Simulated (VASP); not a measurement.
**TiC: single point with PBEsol**

The system is TiC.

```xyz
2
Lattice="0.0000 2.1640 2.1640 2.1640 0.0000 2.1640 2.1640 2.1640 0.0000" Properties=species:S:1:pos:R:3 pbc="T T T"
Ti   -0.0707   -0.0707   -0.2000
C     2.1640    2.1640    2.1640
```

This cell differs from its parent crystal: atom 1 (Ti) moved by (-0.100, -0.200) A along [1 1 0] and z.

- Program: VASP 6.6.1
- Task: single point
- Functional: PBEsol
- Potentials or basis: VASP PAW PBE potentials, release 64 (Ti_sv, C)
- Cutoff: 520 eV
- k mesh: 18 × 18 × 18
- Occupations: gaussian, width 0.15 eV
- Spin: no spin polarisation
- Dipole correction: no
- Further INCAR settings: ALGO = Normal; EDIFF = 1e-06; NBANDS = 15

```yaml
Pressure: 0.1 GPa
Largest_force: 2.071 eV/Å
Band_gap_on_the_k_mesh: zero (band 8 reaches 9.59 eV, above the bottom of band 9 at 9.18 eV)
```

Forces in eV/Å, atoms in the order of the input:
```
Ti   0.518  0.518  1.937
C   -0.518 -0.518 -1.937
```

Stress tensor (GPa, compression positive):
```
-3.69 -0.82 -2.03
-0.82 -3.69 -2.03
-2.03 -2.03  7.69
```

Levels at points of the mesh, in eV from the Fermi level:
```tsv
k point	band 4	band 5	band 6	band 7	band 8	band 9	band 10	band 11	band 12	band 13
(0.00, 0.00, 0.00)	-32.50	-12.39	-0.38	-0.27	0.00	0.64	1.45	2.80	2.93	3.67
(0.50, 0.00, 0.00)	-32.55	-8.93	-5.90	-2.94	-2.79	2.79	2.87	4.07	6.60	8.02
(0.00, 0.00, 0.50)	-32.55	-8.92	-5.90	-2.87	-2.71	2.78	2.85	4.02	6.38	7.78
(0.50, 0.50, 0.50)	-32.55	-8.95	-5.90	-3.02	-3.02	2.82	2.92	4.16	7.49	8.12
(0.50, 0.50, 0.00)	-32.68	-10.06	-3.35	-1.98	-0.16	0.21	2.80	3.47	3.47	5.46
(0.00, 0.50, 0.50)	-32.67	-10.05	-3.50	-2.52	-0.37	0.91	3.14	3.46	3.47	5.77
```

It took 2.9 min on 1 thread of Intel(R) Xeon(R) 6975P-C (Granite Rapids), with other jobs on the host, peak memory 0.55 GiB.

Caveat: the cell differs from its parent crystal (atom 1 (Ti) moved by (-0.100, -0.200) A along [1 1 0] and z); the PAW data sets were made with another functional, which shifts forces and pressure a little.
